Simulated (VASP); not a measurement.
Set up this calculation in VASP 6.6.1, as the native input.

```
Task                   : single point
Functional             : LDA
Potentials or basis    : VASP PAW LDA potentials, release 64 (Pt)
Cutoff                 : 520 eV
k mesh                 : 12 × 12 × 12
Occupations            : fermi-dirac, width 0.1 eV
Spin                   : no spin polarisation
Dipole correction      : no
Further INCAR settings : ALGO = Normal; EDIFF = 1e-07; NBANDS = 11
```

The structure of Pt lies in POSCAR:

```
Pt
1.0
   -1.5842200000      1.5842200000      1.5842200000
    1.5842200000     -1.5842200000      1.5842200000
    1.5842200000      1.5842200000     -1.5842200000
Pt
1
Direct
    0.0000000000      0.0000000000      0.0000000000
```

One way to write it, as run:

INCAR

```
PREC = Accurate ; ENCUT = 520
EDIFF = 1E-7 ; ISMEAR = -1
SIGMA = 0.1 ; LREAL = F
LASPH = T ; NELM = 60
ALGO = Normal ; ISIF = 2
LWAVE = F ; LCHARG = F
GGA = CA ; NBANDS = 11
```

KPOINTS

```
regular mesh
0
Gamma
  12 12 12
```

Potentials or basis: VASP PAW LDA potentials, release 64 (Pt).

Command:

```sh
$ cat potpaw_LDA.64/Pt/POTCAR > POTCAR
$ mpirun -np 1 vasp_std > vasp.out
```

Results of the run:

```json
{"Pressure": "-15.4 GPa", "Band gap on the k mesh": "zero (band 5 reaches 10.93 eV, above the bottom of band 6 at 8.82 eV)"}
```

Caveat: spin-orbit coupling is left out, which moves the levels of the heavy elements.

Wall time 5.9 s on 1 thread of Intel(R) Xeon(R) Platinum 8375C CPU @ 2.90GHz (Ice Lake) (shared host), peak memory 0.12 GiB.
